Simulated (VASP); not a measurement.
# Mg4TiN (F-43m) in VASP: notebook

The runs below take Mg4TiN through single point, relaxation of cell and atoms, with PBE.

Everything below comes from runs of VASP 6.6.1. Logs are shortened: lines on timing, memory, paths and dates and some standing lists are left out, and cuts for length are marked.

## Step 1: The cell of the first run

Symmetry: F-43m, No. 216, cubic system. The conventional cell has a = 7.576 Å, b = 7.576 Å, c = 7.576 Å, α = 90.00°, β = 90.00°, γ = 90.00°. Mg (site symmetry 3m) has 1 N at 2.00 Å and 3 Mg at 2.08 Å within 2.7 Å. Within 4.1 Å of Ti (site symmetry -43m) lie 12 Mg at 3.10 Å and 6 N at 3.79 Å. Within 2.7 Å of N (site symmetry -43m) lie 4 Mg at 2.00 Å.

The cell was generated, and may not be a known phase.

## Step 2: Single point, PBE, collinear spin

Contents of INCAR:

```
ALGO = Normal ; EDIFF = 1E-6
ENCUT = 520 ; GGA = PE
ISIF = 2 ; ISMEAR = 0
ISPIN = 2 ; LASPH = True
LCHARG = False ; LMAXMIX = 4
LORBIT = 11 ; LREAL = False
LWAVE = False ; MAGMOM = 0 0 0 0 1 0
NBANDS = 26 ; NELM = 150
PREC = Accurate ; SIGMA = 0.1
```

Contents of KPOINTS:

```
k-points
0
Gamma
  4 4 4
```

Contents of POSCAR:

```
Mg4TiN
1.0
    0.0000000000      3.7878860800      3.7878860800
    3.7878860800      0.0000000000      3.7878860800
    3.7878860800      3.7878860800      0.0000000000
Mg Ti N
4 1 1
Direct
    0.4027443000      0.4027443000      0.4027443000
    0.4027443000      0.4027443000      0.7917670900
    0.4027443000      0.7917670900      0.4027443000
    0.7917670900      0.4027443000      0.4027443000
    0.7500000000      0.7500000000      0.7500000000
    0.2500000000      0.2500000000      0.2500000000
```

Potentials or basis: VASP PAW PBE potentials, release 64 (Mg, Ti_sv, N).

The run is started by

```bash
cat potpaw_PBE.64/Mg/POTCAR potpaw_PBE.64/Ti_sv/POTCAR potpaw_PBE.64/N/POTCAR > POTCAR
mpirun -np 1 vasp_std > vasp.out
```

OUTCAR:

```text
EDIFF = 1E-6
   ENCUT = 520
   GGA = PE
   ISIF = 2
   ISMEAR = 0
   ISPIN = 2
   LASPH = True
   LORBIT = 11
   LREAL = False
   NELM = 150
   PREC = Accurate

 ion  position               nearest neighbor table
   1  0.403  0.403  0.403-   6 2.00   3 2.08   4 2.08   2 2.08   5 3.10   5 3.10   5 3.10   2 3.27
                             4 3.27   3 3.27
   2  0.403  0.403  0.792-   6 2.00   3 2.08   4 2.08   1 2.08   5 3.10   5 3.10   5 3.10   1 3.27
                             4 3.27   3 3.27
   3  0.403  0.792  0.403-   6 2.00   2 2.08   4 2.08   1 2.08   5 3.10   5 3.10   5 3.10   2 3.27
                             4 3.27   1 3.27
   4  0.792  0.403  0.403-   6 2.00   2 2.08   3 2.08   1 2.08   5 3.10   5 3.10   5 3.10   2 3.27
                             3 3.27   1 3.27
   5  0.750  0.750  0.750-   2 3.10   3 3.10   2 3.10   4 3.10   3 3.10   4 3.10   1 3.10   1 3.10
                             1 3.10   2 3.10   3 3.10   4 3.10
   6  0.250  0.250  0.250-   1 2.00   2 2.00   3 2.00   4 2.00

  LATTYP: Found a face centered cubic cell.
 ALAT       =     7.5757721600

  Lattice vectors:

 A1 = (   0.0000000000,   3.7878860800,   3.7878860800)
 A2 = (   3.7878860800,   0.0000000000,   3.7878860800)
 A3 = (   3.7878860800,   3.7878860800,   0.0000000000)

Analysis of symmetry for initial positions (statically):
=====================================================================
 Subroutine PRICEL returns:
 Original cell was already a primitive cell.

 Routine SETGRP: Setting up the symmetry group for a
 face centered cubic supercell.

 Subroutine GETGRP returns: Found 24 space group operations
 (whereof 24 operations were pure point group operations)
 out of a pool of 48 trial point group operations.

The static configuration has the point symmetry T_d .

Analysis of symmetry for dynamics (positions and initial velocities):
=====================================================================
 Subroutine PRICEL returns:
 Original cell was already a primitive cell.

 Routine SETGRP: Setting up the symmetry group for a
 face centered cubic supercell.

 Subroutine GETGRP returns: Found 24 space group operations
 (whereof 24 operations were pure point group operations)
 out of a pool of 48 trial point group operations.

The dynamic configuration has the point symmetry T_d .

Analysis of structural, dynamic, and magnetic symmetry:
=====================================================================
 Subroutine PRICEL returns:
 Original cell was already a primitive cell.

 Routine SETGRP: Setting up the symmetry group for a
 face centered cubic supercell.

 Subroutine GETGRP returns: Found 24 space group operations
[... 132 lines left out ...]
 number of electron      25.0000001 magnetization       1.0162446

 Free energy of the ion-electron system (eV)
  ---------------------------------------------------
  ext. energy  EPLUGINS =         0.00000000
  ---------------------------------------------------
  free energy    TOTEN  =       -10.22226378 eV

  energy without entropy =      -10.20679701  energy(sigma->0) =      -10.21453039

 E-fermi :   3.4690     XC(G=0):  -9.0097

 val. band max:        3.3932867268   @ k =   0.2500   0.2500   0.0000
 cond. band min:       3.4834231069   @ k =   0.5000   0.5000   0.0000
 fundamental gap:      0.0901363800
 Fermi energy:         3.4689574056

 spin component 1

 k-point     1 :       0.0000    0.0000    0.0000
  band No.  band energies     occupation
      1     -54.1550      1.00000
      2     -30.4135      1.00000
      3     -30.4135      1.00000
      4     -30.4135      1.00000
      5      -9.6438      1.00000
      6      -2.3889      1.00000
[... 205 lines left out ...]
     23      10.4900      0.00000
     24      10.8622      0.00000
 Fermi energy:         3.4689574056

 spin component 2

 k-point     1 :       0.0000    0.0000    0.0000
  band No.  band energies     occupation
      1     -53.2892      1.00000
      2     -29.5441      1.00000
      3     -29.5441      1.00000
      4     -29.5441      1.00000
      5      -9.7552      1.00000
      6      -2.3754      1.00000
[... 205 lines left out ...]
     23      10.6332      0.00000
     24      11.0357      0.00000
 [bands above 24 left out]

------------------------ aborting loop because EDIFF is reached ----------------------------------------

  FORCE on cell =-STRESS in cart. coord.  units (eV):
  Direction    XX          YY          ZZ          XY          YZ          ZX
  --------------------------------------------------------------------------------------
  -------------------------------------------------------------------------------------
  Total       22.7582855     22.7582855     22.7582855      0.0000000     -0.0000000     -0.0000000
  in kB      335.4512397    335.4512397    335.4512397      0.0000000     -0.0000000     -0.0000000
  external PRESSURE =     335.4512397 kB  Pullay stress =       0.0000000 kB

 VOLUME and BASIS-vectors are now :
 -----------------------------------------------------------------------------
  energy-cutoff  :      520.00
  volume of cell :      108.70
      direct lattice vectors                 reciprocal lattice vectors
     0.000000000  3.787886080  3.787886080    -0.131999746  0.131999746  0.131999746
     3.787886080  0.000000000  3.787886080     0.131999746 -0.131999746  0.131999746
     3.787886080  3.787886080  0.000000000     0.131999746  0.131999746 -0.131999746

 POSITION                                       TOTAL-FORCE (eV/Angst)
 -----------------------------------------------------------------------------------
      3.05110      3.05110      3.05110        -7.448868     -7.448868     -7.448868
      4.52467      4.52467      3.05110         7.448868      7.448868     -7.448868
      4.52467      3.05110      4.52467         7.448868     -7.448868      7.448868
      3.05110      4.52467      4.52467        -7.448868      7.448868      7.448868
      5.68183      5.68183      5.68183        -0.000000     -0.000000     -0.000000
      1.89394      1.89394      1.89394        -0.000000     -0.000000     -0.000000
 -----------------------------------------------------------------------------------
    total drift:                               -0.000003     -0.000003     -0.000002

  FREE ENERGIE OF THE ION-ELECTRON SYSTEM (eV)
  ---------------------------------------------------
  free  energy   TOTEN  =       -10.2222637761 eV

  energy  without entropy=      -10.2067970089  energy(sigma->0) =      -10.21453039

 total charge

# of ion       s       p       d       tot
------------------------------------------
    1        0.313   0.283   0.053   0.649
    2        0.313   0.283   0.053   0.649
    3        0.313   0.283   0.053   0.649
    4        0.313   0.283   0.053   0.649
    5        2.214   6.034   1.860  10.108
    6        1.279   2.393   0.000   3.672
--------------------------------------------------
tot          4.743   9.558   2.074  16.375

 magnetization (x)

# of ion       s       p       d       tot
------------------------------------------
    1       -0.007  -0.012  -0.002  -0.021
    2       -0.007  -0.012  -0.002  -0.021
    3       -0.007  -0.012  -0.002  -0.021
    4       -0.007  -0.012  -0.002  -0.021
    5        0.018  -0.001   0.877   0.894
    6        0.002  -0.066   0.000  -0.065
--------------------------------------------------
tot         -0.009  -0.116   0.870   0.745
```

It took 92 s on 1 thread of Intel Xeon Platinum 8259CL at 2.50GHz (Skylake/Cascade Lake), shared host; peak memory 0.3 GiB.

Results:

```
Free energy                                           : -10.2223 eV
Pressure                                              : 33.5 GPa
Largest force                                         : 12.902 eV/Å
Band gap on the k mesh                                : zero (filled and empty bands overlap)
Net moment                                            : 1.02 μB per cell
Site moments                                          : Mg -0.02; Ti +0.89; N -0.07 μB
Valence electrons inside the program's atomic spheres : Mg 0.65; Ti 10.11; N 3.67
```

Forces in eV/Å, atoms in the order of the input:
```
Mg  -7.449 -7.449 -7.449
Mg   7.449  7.449 -7.449
Mg   7.449 -7.449  7.449
Mg  -7.449  7.449  7.449
Ti   0.000  0.000  0.000
N    0.000  0.000  0.000
```

Caveat: the cell stands under pressure; forces of over 1 eV/Å act on the atoms, so gaps and moduli don't describe the material at rest.

## Step 3: Single point, PBE, collinear spin

This run uses another cell than the first one, of 27.19 Å³/atom.

Contents of INCAR:

```
PREC     = Accurate       # precision mode
ENCUT    = 520            # plane-wave cutoff, eV
EDIFF    = 1E-7           # SCF threshold, eV
ISMEAR   = 0              # smearing method
SIGMA    = 0.1            # smearing width, eV
LREAL    = F              # projectors in reciprocal space
LASPH    = T              # aspherical terms in the spheres
NELM     = 150            # most SCF steps
ALGO     = Normal         # electronic algorithm
ISIF     = 2              # what is computed and relaxed
LWAVE    = F              # write WAVECAR
LCHARG   = F              # write CHGCAR
ISPIN    = 2              # spin polarisation
MAGMOM   = 0 0 0 0 1 0    # initial moments
LORBIT   = 11             # projections on sites
LMAXMIX  = 4              # l up to which the mixer works
GGA      = PE             # functional
NBANDS   = 26             # bands
```

Contents of KPOINTS:

```
Automatic mesh
0
Gamma
  4 4 4
```

Contents of POSCAR:

```
Mg4TiN
1.0
    0.0000000000      4.3369180571      4.3369180571
    4.3369180571      0.0000000000      4.3369180571
    4.3369180571      4.3369180571      0.0000000000
Mg Ti N
4 1 1
Direct
    0.3791645199      0.3791645199      0.3791645199
    0.3791645199      0.3791645199      0.8625064403
    0.3791645199      0.8625064403      0.3791645199
    0.8625064403      0.3791645199      0.3791645199
    0.7500000000      0.7500000000      0.7500000000
    0.2500000000      0.2500000000      0.2500000000
```

Potentials or basis: VASP PAW PBE potentials, release 64 (Mg, Ti_sv, N).

The run is started by

```bash
cat potpaw_PBE.64/Mg/POTCAR potpaw_PBE.64/Ti_sv/POTCAR potpaw_PBE.64/N/POTCAR > POTCAR
mpirun -np 1 vasp_std > vasp.out
```

Run time: 3.4 min. Hardware: 1 thread of Intel Xeon Platinum 8259CL at 2.50GHz (Skylake/Cascade Lake), shared host; peak memory 0.43 GiB.

Results (log left out):

```yaml
Free_energy: -19.1772 eV
Pressure: -0.3 GPa
Largest_force: 0.280 eV/Å
Net_moment: -0.04 μB per cell
Site_moments: Mg -0.01; Ti +0.08; N -0.01 μB
Valence_electrons_inside_the_program's_atomic_spheres: Mg 0.39; Ti 9.99; N 3.74
```

Forces on the atoms (eV/Å):
```
Mg   0.162  0.162  0.162
Mg  -0.162 -0.162  0.162
Mg  -0.162  0.162 -0.162
Mg   0.162 -0.162 -0.162
Ti   0.000  0.000  0.000
N    0.000  0.000  0.000
```

Levels at points of the mesh, in eV from the Fermi level:
Spin up:
| k point | band 9 | band 10 | band 11 | band 12 | band 13 | band 14 | band 15 | band 16 |
| --- | --- | --- | --- | --- | --- | --- | --- | --- |
| (0.00, 0.00, 0.00) | -2.95 | -0.62 | -0.62 | -0.62 | 0.29 | 0.29 | 0.66 | 1.66 |
| (0.50, 0.00, 0.00) | -2.83 | -1.28 | -0.37 | -0.37 | -0.01 | 0.58 | 0.58 | 0.63 |
| (0.50, 0.50, 0.00) | -2.31 | -2.20 | -0.12 | -0.12 | -0.07 | 0.10 | 0.54 | 0.55 |
Spin down:
| k point | band 10 | band 11 | band 12 | band 13 | band 14 | band 15 |
| --- | --- | --- | --- | --- | --- | --- |
| (0.00, 0.00, 0.00) | -0.40 | -0.40 | -0.40 | -0.22 | -0.22 | 0.65 |
| (0.50, 0.00, 0.00) | -1.29 | -0.25 | -0.25 | 0.13 | 0.13 | 0.30 |
| (0.50, 0.50, 0.00) | -2.20 | -0.33 | -0.02 | 0.03 | 0.03 | 0.19 |

## Step 4: Relaxation of cell and atoms, PBE, collinear spin

Contents of INCAR:

```
PREC = Accurate
ENCUT = 600
EDIFF = 1E-7
ISMEAR = 0
SIGMA = 0.1
LREAL = False
LASPH = True
NELM = 150
ALGO = Normal
ISIF = 3
LWAVE = False
LCHARG = False
ISPIN = 2
MAGMOM = 0 0 0 0 1 0
LORBIT = 11
LMAXMIX = 4
GGA = PE
IBRION = 2
NSW = 90
EDIFFG = -0.04
```

Contents of KPOINTS:

```
regular mesh
0
Gamma
  4 4 4
```

Contents of POSCAR:

```
Mg4TiN
1.0
    0.0000000000      3.7878860800      3.7878860800
    3.7878860800      0.0000000000      3.7878860800
    3.7878860800      3.7878860800      0.0000000000
Mg Ti N
4 1 1
Direct
    0.4027443000      0.4027443000      0.4027443000
    0.4027443000      0.4027443000      0.7917670900
    0.4027443000      0.7917670900      0.4027443000
    0.7917670900      0.4027443000      0.4027443000
    0.7500000000      0.7500000000      0.7500000000
    0.2500000000      0.2500000000      0.2500000000
```

The run is started by

```bash
cat potpaw_PBE.64/Mg/POTCAR potpaw_PBE.64/Ti_sv/POTCAR potpaw_PBE.64/N/POTCAR > POTCAR
mpirun -np 1 vasp_std > vasp.out
```

It took 19 min on 1 thread of Intel Xeon Platinum 8259CL at 2.50GHz (Skylake/Cascade Lake), shared host; peak memory 0.43 GiB.

It converged, with:

* Free energy: -19.1406 eV
* Relaxed volume: 26.64 Å³/atom
* Relaxed cell: a = 6.092 Å, b = 6.092 Å, c = 6.092 Å, α = 60.00°, β = 60.00°, γ = 60.00°
* Space group after relaxing (to 0.1 Å): F-43m (No. 216)
* Energy gained by relaxing: 1486.0 meV/atom
* Ionic steps: 10
* Pressure after relaxing: -0.2 GPa
* Largest force after relaxing: 0.021 eV/Å
* Net moment: 0.00 μB per cell
* Valence electrons inside the program's atomic spheres: Mg 0.40; Ti 9.98; N 3.73

Forces in eV/Å, atoms in the order of the input:
```
Mg  -0.012 -0.012 -0.012
Mg   0.012  0.012 -0.012
Mg   0.012 -0.012  0.012
Mg  -0.012  0.012  0.012
Ti   0.000  0.000  0.000
N    0.000  0.000  0.000
```

The path:
| step | energy change (eV) | largest force (eV/Å) | pressure (GPa) | volume (Å³) |
| --- | --- | --- | --- | --- |
| 1 | 0.0000 | 12.9005 | 33.53 | 108.70 |
| 2 | -2.8045 | 10.3750 | 13.34 | 179.91 |
| 3 | -8.1688 | 2.4224 | 9.19 | 138.56 |
| 4 | -8.1966 | 2.1686 | 9.34 | 137.39 |
| 5 | -8.2166 | 1.7859 | 9.61 | 135.69 |
| 6 | -8.8615 | 0.5827 | -1.55 | 164.28 |
| 7 | -8.9100 | 0.2040 | 0.26 | 157.28 |
| 8 | -8.9099 | 0.2314 | 0.12 | 157.73 |
| 9 | -8.9154 | 0.1006 | -0.04 | 159.02 |
| 10 | -8.9160 | 0.0214 | -0.18 | 159.84 |

Final structure:
```yaml
crystal:
  lattice:
    - [0.00000, 4.30741, 4.30741]
    - [4.30741, 0.00000, 4.30741]
    - [4.30741, 4.30741, 0.00000]
  atoms:
    - { symbol: Mg, position: [0.38063, 0.38063, 0.38063] }
    - { symbol: Mg, position: [0.38063, 0.38063, 0.85812] }
    - { symbol: Mg, position: [0.38063, 0.85812, 0.38063] }
    - { symbol: Mg, position: [0.85812, 0.38063, 0.38063] }
    - { symbol: Ti, position: [0.75000, 0.75000, 0.75000] }
    - { symbol: N, position: [0.25000, 0.25000, 0.25000] }
```

Levels at points of the mesh, in eV from the Fermi level:
Spin up:
```tsv
k point	band 9	band 10	band 11	band 12	band 13	band 14	band 15	band 16
(0.00, 0.00, 0.00)	-2.96	-0.63	-0.63	-0.63	-0.07	-0.07	0.55	1.66
(0.50, 0.00, 0.00)	-2.91	-1.31	-0.40	-0.40	0.03	0.27	0.27	0.58
(0.50, 0.50, 0.00)	-2.42	-2.25	-0.19	-0.13	-0.13	-0.03	0.15	0.59
```
Spin down:
| k point | band 9 | band 10 | band 11 | band 12 | band 13 | band 14 | band 15 | band 16 |
| --- | --- | --- | --- | --- | --- | --- | --- | --- |
| (0.00, 0.00, 0.00) | -2.96 | -0.63 | -0.63 | -0.63 | -0.07 | -0.07 | 0.55 | 1.66 |
| (0.50, 0.00, 0.00) | -2.91 | -1.31 | -0.40 | -0.40 | 0.03 | 0.27 | 0.27 | 0.58 |
| (0.50, 0.50, 0.00) | -2.42 | -2.25 | -0.19 | -0.13 | -0.13 | -0.03 | 0.15 | 0.59 |

Caveat: the volume moved by over 15 % at a fixed basis, so the end points are rough.

[end of part 1 of 2]

The gap in the log of VASP goes by the Fermi energy; the results here count the filled bands.